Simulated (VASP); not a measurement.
Here is a VASP 6.6.1 calculation.

The input INCAR:

```
SYSTEM = C
PREC = Accurate ; ENCUT = 520
EDIFF = 1E-6 ; ISMEAR = -1
SIGMA = 0.15 ; LREAL = .FALSE.
LASPH = .TRUE. ; NELM = 80
ALGO = Normal ; ISIF = 2
LWAVE = .FALSE. ; LCHARG = .TRUE.
GGA = PS ; LELF = .TRUE.
LVHAR = .TRUE. ; NBANDS = 16
```

Contents of KPOINTS:

```
Automatic mesh
0
G
  18 18 6
  0 0 0
```

The input POSCAR:

```
C
1.0
    1.2295705324     -2.1292600383      0.0000000000
    1.2295705324      2.1292600383      0.0000000000
    0.0000000000      0.0000000000      7.3869395943
C
4
Direct
    0.0833263329      0.9166736671      0.7500000000
    0.5833263329      0.4166736671      0.2500000000
    0.9166736671      0.0833263329      0.2500000000
    0.4166736671      0.5833263329      0.7500000000
```

Potentials or basis: VASP PAW PBE potentials, release 64 (C).

Launch:

```sh
$ cat potpaw_PBE.64/C/POTCAR > POTCAR
$ mpirun -np 1 vasp_std > vasp.out
```

(1) What does it give for the band gap on the k mesh?

(2) What does it give for the pressure?

Results:

(1) zero (filled and empty bands touch).

(2) 0.6 GPa.

Caveat: this functional lacks dispersion, which binds layers or chains, so the pressure and a relaxed spacing across them are unreliable; the PAW data sets were made with another functional, which shifts forces and pressure a little.
